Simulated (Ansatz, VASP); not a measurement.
# CS2 in VASP and in Ansatz

```
C S
1.0
     3.82751    0.00000    0.00000
     0.00000    3.82751    0.00000
     0.00000    0.00000    3.52457
C S
1 2
Direct
  0.00000 0.00000 0.00000
  0.00000 0.50000 0.00000
  0.50000 0.00000 0.00000
```

Alike in both runs: functional PBE; dispersion D3(BJ); k mesh 4 × 4 × 4; occupations gaussian, width 0.1 eV; no spin polarisation.

Ansatz relaxed the structure, and its values are those at the end. VASP's run is a single point on that final structure, the one shown.

|  | VASP | Ansatz |
| --- | --- | --- |
| version | VASP 6.6.1 | Ansatz 0.2.0 |
| potentials or method | VASP PAW PBE potentials, release 64 (C, S), cutoff 520 eV | scalar-relativistic, plane waves, PAW |
| valence electrons in the cell | 16 | 16 |

|  | VASP | Ansatz | Ansatz less VASP |
| --- | --- | --- | --- |
| gap on the k mesh at the Fermi level (eV) | none | none | - |
| pressure (GPa) | -0.4 | -0.2 | +0.19 |

A gap of «none» marks a metal or a gap that the smearing closes.

The k mesh is coarse, so the values compare programs but aren't converged.
